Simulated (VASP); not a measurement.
**Ag: single point with PBE**

Ag:

```
Ag
1.0
     1.69847   -1.91969    0.00000
     1.69847    1.91969    0.00000
     0.00000    0.00000    2.47524
Ag
1
Direct
  0.50000 0.50000 0.50000
```

```
Program                : VASP 6.6.1
Task                   : single point
Functional             : PBE
Potentials or basis    : VASP PAW PBE potentials, release 64 (Ag)
Cutoff                 : 520 eV
k mesh                 : 6 × 6 × 8
Occupations            : gaussian, width 0.1 eV
Spin                   : no spin polarisation
Dipole correction      : no
Further INCAR settings : ALGO = Normal; EDIFF = 1e-06; NBANDS = 12
```

The pressure is 34.0 GPa.

Stress tensor (GPa, compression positive):
```
24.53  0.00  0.00
 0.00 31.17  0.00
 0.00  0.00 46.16
```

Levels at points of the mesh, in eV from the Fermi level:
| k point | band 2 | band 3 | band 4 | band 5 | band 6 | band 7 | band 8 | band 9 | band 10 | band 11 |
| --- | --- | --- | --- | --- | --- | --- | --- | --- | --- | --- |
| (0.00, 0.00, 0.00) | -7.36 | -7.06 | -3.11 | -2.86 | -2.78 | 14.94 | 15.79 | 16.66 | 21.83 | 22.27 |
| (0.50, 0.00, 0.00) | -6.56 | -4.17 | -4.13 | -2.72 | -1.46 | 2.51 | 17.24 | 20.06 | 22.90 | 23.11 |
| (0.50, 0.50, 0.00) | -6.41 | -4.01 | -3.76 | -1.96 | 2.46 | 5.29 | 8.38 | 12.02 | 22.54 | 24.77 |
| (0.00, 0.00, 0.50) | -6.19 | -4.63 | -4.46 | -2.92 | -1.20 | 3.22 | 17.71 | 20.72 | 20.82 | 23.45 |
| (0.50, 0.00, 0.50) | -6.04 | -4.33 | -3.90 | -1.66 | 4.16 | 4.28 | 10.33 | 10.97 | 21.51 | 22.92 |
| (0.50, 0.50, 0.50) | -6.37 | -6.34 | -1.84 | -1.52 | 8.56 | 8.82 | 11.29 | 11.66 | 15.35 | 15.78 |

It took 4.5 s on 1 thread of Intel(R) Xeon(R) 6975P-C (Granite Rapids), with other jobs on the host, peak memory 0.11 GiB.

Caveat: the k points lie up to 0.41 Å⁻¹ apart.
